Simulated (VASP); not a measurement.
A run of VASP 6.6.1:

Contents of INCAR:

```
PREC = Accurate ; ENCUT = 700
EDIFF = 1E-6 ; ISMEAR = 0
SIGMA = 0.05 ; LREAL = False
LASPH = True ; NELM = 200
ALGO = Normal ; ISIF = 2
LWAVE = False ; LCHARG = False
ISPIN = 2 ; MAGMOM = 1.85 0.26
LORBIT = 11 ; NUPDOWN = 2.0
LMAXMIX = 4 ; LDAU = True
LDAUTYPE = 1 ; LDAUL = 2 -1
LDAUU = 6 0 ; LDAUJ = 0.9 0
LDAUPRINT = 1 ; NBANDS = 23
GGA_COMPAT = False
```

The input KPOINTS:

```
Automatic mesh
0
Gamma
  8 8 8
```

The input POSCAR:

```
NiO
1.0
    0.0000000000      2.0913095100      2.0913095100
    2.0913095100      0.0000000000      2.0913095100
    2.0913095100      2.0913095100      0.0000000000
Ni O
1 1
Direct
    0.0000000000      0.0000000000      0.0000000000
    0.5000000000      0.5000000000      0.5000000000
```

Potentials or basis: VASP PAW LDA potentials, release 64 (Ni_sv_GW, O).

Run with:

```console
$ cat potpaw_LDA.64/Ni_sv_GW/POTCAR potpaw_LDA.64/O/POTCAR > POTCAR
$ mpirun -np 1 vasp_std > vasp.out
```

Hardware: 1 thread of Intel(R) Xeon(R) Platinum 8488C (Sapphire Rapids), on a shared host.

**Question.** Estimate the wall time of this run.

**Answer.** Run time: 32 s on 1 thread of Intel(R) Xeon(R) Platinum 8488C (Sapphire Rapids), on a shared host, peak memory 0.18 GiB. Counts: scf iterations 15, k points 29.
